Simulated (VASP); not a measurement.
Set up this calculation in VASP 6.6.1, as the native input.

| Property | Result |
| --- | --- |
| Task | single point |
| Functional | LDA |
| Potentials or basis | VASP PAW LDA potentials, release 64 (Os) |
| Cutoff | 520 eV |
| k mesh | 14 × 14 × 14 |
| Occupations | fermi-dirac, width 0.1 eV |
| Spin | no spin polarisation |
| Dipole correction | no |
| Further INCAR settings | ALGO = Normal; EDIFF = 1e-06; NBANDS = 10 |

The structure of Os lies in POSCAR:

```
Os
1.0
    2.5170771292      0.0000000000      0.0000000000
    0.0000000000      2.5170771292      0.0000000000
    0.0000000000      0.0000000000      2.5170771292
Os
1
Direct
    0.0000000000      0.0000000000      0.0000000000
```

These files were run (other wordings do the same):

INCAR

```
PREC = Accurate
ENCUT = 520
EDIFF = 1E-6
ISMEAR = -1
SIGMA = 0.1
LREAL = F
LASPH = T
NELM = 60
ALGO = Normal
ISIF = 2
LWAVE = F
LCHARG = F
NBANDS = 10
```

KPOINTS

```
regular mesh
0
Gamma
  14 14 14
```

Potentials or basis: VASP PAW LDA potentials, release 64 (Os).

The run is started by

```console
$ cat potpaw_LDA.64/Os/POTCAR > POTCAR
$ mpirun -np 1 vasp_std > vasp.out
```

Results of the run:

The pressure is 0.5 GPa and the band gap on the k mesh is zero (band 4 reaches 12.97 eV, above the bottom of band 5 at 6.63 eV).

Caveat: spin-orbit coupling is left out, which moves the levels of the heavy elements.

It took 5.1 s on 1 thread of Intel(R) Xeon(R) 6975P-C (Granite Rapids), with other jobs on the host, peak memory 0.13 GiB.
